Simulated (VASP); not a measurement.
A run of VASP 6.6.1 is set up as follows.

The input INCAR:

```
PREC = Accurate ; ENCUT = 910
EDIFF = 1E-7 ; ISMEAR = 0
SIGMA = 0.02 ; LREAL = False
LASPH = True ; NELM = 120
ALGO = Normal ; ISIF = 3
LWAVE = False ; LCHARG = False
GGA = PE ; IBRION = 2
NSW = 100 ; EDIFFG = -0.005
GGA_COMPAT = False ; NELMIN = 4
```

Contents of KPOINTS:

```
Automatic mesh
0
Gamma
  14 14 14
```

Contents of POSCAR:

```
C
1.0
    0.0000000000      2.1270000000      3.3480000000
    1.2280000000      0.0000000000      3.3480000000
    1.2280000000      2.1270000000      0.0000000000
C
2
Direct
    0.1666700000      0.8333300000      0.1666700000
    0.8333300000      0.1666700000      0.8333300000
```

Potentials or basis: VASP PAW PBE potentials, release 64 (C_h).

Command:

```bash
$ cat potpaw_PBE.64/C_h/POTCAR > POTCAR
$ mpirun -np 1 vasp_std > vasp.out
```

(1) Estimate the relaxed cell.

(2) Predict the relaxed volume.

## Answers

(1) a = 4.253 Å, b = 3.879 Å, c = 2.465 Å, α = 80.86°, β = 64.24°, γ = 34.91°.

(2) 9.68 Å³/atom.

Caveat: the cutoff is under 1.25 times the usual one of these potentials, so pressure, stress and relaxed cells hold a basis-set (Pulay) error; this functional lacks dispersion, which binds the layers, so the pressure and a relaxed spacing across them are unreliable.
